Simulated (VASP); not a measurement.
Wanted: the native input for a VASP 6.6.1 run.

* Task: single point
* Functional: PBE
* Potentials or basis: VASP PAW PBE potentials, release 64 (Hf_pv)
* Cutoff: 520 eV
* k mesh: 18 × 18 × 18
* Occupations: gaussian, width 0.15 eV
* Spin: no spin polarisation
* Dipole correction: no
* Further INCAR settings: ALGO = Fast; EDIFF = 1e-06; NBANDS = 11

The structure of Hf lies in POSCAR:

```
Hf
1.0
    0.0000000000      2.1312000000      2.3976000000
    2.1312000000      0.0000000000      2.3976000000
    2.1312000000      2.1312000000      0.0000000000
Hf
1
Direct
    0.0000000000      0.0000000000      0.0000000000
```

This cell differs from its parent crystal: strain -0.040 along x and y, +0.080 along z.

The input as run:

INCAR

```
PREC = Accurate
ENCUT = 520
EDIFF = 1E-6
ISMEAR = 0
SIGMA = 0.15
LREAL = False
LASPH = True
NELM = 100
ALGO = Fast
ISIF = 2
LWAVE = False
LCHARG = False
GGA = PE
NBANDS = 11
```

KPOINTS

```
Automatic mesh
0
Gamma
  18 18 18
```

Potentials or basis: VASP PAW PBE potentials, release 64 (Hf_pv).

Run with:

```sh
$ cat potpaw_PBE.64/Hf_pv/POTCAR > POTCAR
$ mpirun -np 1 vasp_std > vasp.out
```

Results of the run:

The pressure is 3.2 GPa. The band gap on the k mesh is zero (band 5 reaches 5.93 eV, above the bottom of band 6 at 4.18 eV).

Caveat: the cell differs from its parent crystal (strain -0.040 along x and y, +0.080 along z); spin-orbit coupling is left out, which moves the levels of the heavy elements.

Wall time 43 s on 1 thread of Intel(R) Xeon(R) Platinum 8559C (Emerald Rapids), with other jobs on the host, peak memory 0.23 GiB.
